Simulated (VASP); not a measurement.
Here is a VASP 6.6.1 calculation.

INCAR

```
SYSTEM = O
PREC = Accurate ; ENCUT = 520
EDIFF = 1E-8 ; ISMEAR = -1
SIGMA = 0.02 ; LREAL = .False.
LASPH = .True. ; NELM = 60
ALGO = Normal ; ISIF = 2
LWAVE = .False. ; LCHARG = .False.
GGA = PS ; LEFG = .True.
NBANDS = 13
```

The input KPOINTS:

```
regular mesh
0
Gamma
  10 10 10
  0 0 0
```

POSCAR

```
O
1.0
    1.4280777911      0.8245010971      3.4196233390
   -1.4280777911      0.8245010971      3.4196233390
    0.0000000000     -1.6490021942      3.4196233390
O
2
Direct
    0.0577000000      0.0577000000      0.0577000000
    0.9423000000      0.9423000000      0.9423000000
```

Potentials or basis: VASP PAW PBE potentials, release 64 (O).

The run is started by

```bash
$ cat potpaw_PBE.64/O/POTCAR > POTCAR
$ mpirun -np 1 vasp_std > vasp.out
```

Task: Predict the pressure.

Result: 4.7 GPa.

Task: Estimate the largest force.

Result: 3.543 eV/Å.

Task: Estimate the band gap on the k mesh.

Result: Zero (band 6 reaches 1.10 eV, above the bottom of band 7 at -0.19 eV).

Stress tensor (GPa, compression positive):
```
-8.85  0.00  0.00
 0.00 -8.85  0.00
 0.00  0.00 31.92
```

Caveat: the standard files for N, O and F lose accuracy on very short bonds; spin is off for a triplet molecule; without QUAD_EFG the Cq values of the log hold for a quadrupole moment of 1 mb, not for the nuclei; the PAW data sets were made with another functional, which shifts forces and pressure a little.
